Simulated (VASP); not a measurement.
Wanted: the native input for a VASP 6.6.1 run.

```
Task                   : single point
Functional             : PBE
Dispersion             : D3(BJ)
Potentials or basis    : VASP PAW PBE potentials, release 64 (Mo_sv, S)
Cutoff                 : 520 eV
k mesh                 : 12 × 12 × 1
Occupations            : gaussian, width 0.02 eV
Spin                   : no spin polarisation
Dipole correction      : no
Further INCAR settings : ALGO = Normal; EDIFF = 1e-06; NBANDS = 64
```

The structure of MoS2 lies in POSCAR:

```
MoS2
1.0
    3.1491516779      0.0000000000      0.0000000000
   -1.5745758389      2.7272453534      0.0000000000
    0.0000000000      0.0000000000     24.1869126277
Mo S
4 8
Direct
    0.6666666667      0.3333333333      0.8750689081
    0.6666666667      0.3333333333      0.3749234209
    0.3333333333      0.6666666667      0.6250765791
    0.3333333333      0.6666666667      0.1249310919
    0.3333333333      0.6666666667      0.9398078353
    0.3333333333      0.6666666667      0.4396665046
    0.6666666667      0.3333333333      0.6898189408
    0.6666666667      0.3333333333      0.1896706463
    0.3333333333      0.6666666667      0.8103293537
    0.3333333333      0.6666666667      0.3101810592
    0.6666666667      0.3333333333      0.5603334954
    0.6666666667      0.3333333333      0.0601921647
```

These files were run (other wordings do the same):

INCAR

```
PREC = Accurate
ENCUT = 520
EDIFF = 1E-6
ISMEAR = 0
SIGMA = 0.02
LREAL = F
LASPH = T
NELM = 60
ALGO = Normal
ISIF = 2
LWAVE = F
LCHARG = F
GGA = PE
IVDW = 12
NBANDS = 64
```

KPOINTS

```
Automatic mesh
0
Gamma
  12 12 1
```

Potentials or basis: VASP PAW PBE potentials, release 64 (Mo_sv, S).

The run is started by

```console
$ cat potpaw_PBE.64/Mo_sv/POTCAR potpaw_PBE.64/S/POTCAR > POTCAR
$ mpirun -np 1 vasp_std > vasp.out
```

Results of the run:

```
Pressure                   : -0.1 GPa
Largest force              : 0.013 eV/Å
Band gap on the k mesh     : 0.80 eV
Dispersion energy per atom : -0.437 eV
```

Wall time 7.5 min on 1 thread of Oxide Virtual Turin-like Processor, on a shared host, peak memory 0.39 GiB.
